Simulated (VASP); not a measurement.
Runs of VASP 6.6.1 on Te2Mo. The structure is that of space group C2/m (No. 12), or close to it. The cells are those of the table. 

```tsv
cell	gap on the mesh (eV)	pressure (GPa)	largest force (eV/Å)
a = 3.564, b = 3.564, c = 14.735 Å, angles 88.3, 88.3, 60.0°, 6 atoms	1.04	0.2	(c)
a = 3.564, b = 3.564, c = 15.046 Å, angles 79.8, 79.8, 60.0°, 6 atoms	1.03	0.4	(a)
a = 3.564, b = 3.564, c = 15.437 Å, angles 74.9, 74.9, 60.0°, 6 atoms	1.02	0.5	0.19
a = 3.564, b = 3.564, c = 15.599 Å, angles 73.4, 73.4, 60.0°, 6 atoms	1.03	0.3	(b)
a = 3.564, b = 3.564, c = 15.160 Å, angles 78.1, 78.1, 60.0°, 6 atoms	1.02	0.5	0.20
```

Alike in all rows: task single point; level r2SCAN; potentials or basis VASP PAW PBE potentials, release 64 (Te, Mo_sv); no spin polarisation; k mesh 9 × 9 × 2; cutoff (eV) 520; smearing gaussian 0.05 eV.

**Question.** Fill in the values left out.

**Answer.** (a) 0.12; (b) 0.11; (c) 0.03.

Caveats: the PAW data sets were made with another functional, which shifts forces and pressure a little; spin-orbit coupling is left out, which moves the levels of the heavy elements.

A k mesh can miss the band edges, and the runs leave out spin-orbit coupling on Mo, Te.
